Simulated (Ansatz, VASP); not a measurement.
One calculation of CdSe, two programs

```
CELL_PARAMETERS angstrom
0.00000 2.81579 2.81579
2.81579 0.00000 2.81579
2.81579 2.81579 0.00000
ATOMIC_POSITIONS crystal
Cd 0.00000 0.00000 0.00000
Se 0.50000 0.50000 0.50000
```

Change from the starting cell: volume scaled by 0.9405.

Alike in both runs: task single point; functional PBEsol; k mesh 11 × 11 × 11; occupations fermi-dirac, width 0.05 eV; no spin polarisation.

|  | VASP | Ansatz |
| --- | --- | --- |
| version | VASP 6.6.1 | Ansatz 0.2.0 |
| potentials or method | VASP PAW PBE potentials, release 64 (Cd, Se), cutoff 520 eV | all-electron LAPW, scalar-relativistic |

|  | VASP | Ansatz | Ansatz less VASP |
| --- | --- | --- | --- |
| pressure (GPa) | 0.3 | -0.2 | -0.46 |

VASP's potentials were made for PBE, not for PBEsol. Ansatz ran all-electron here, and VASP with PAW potentials.
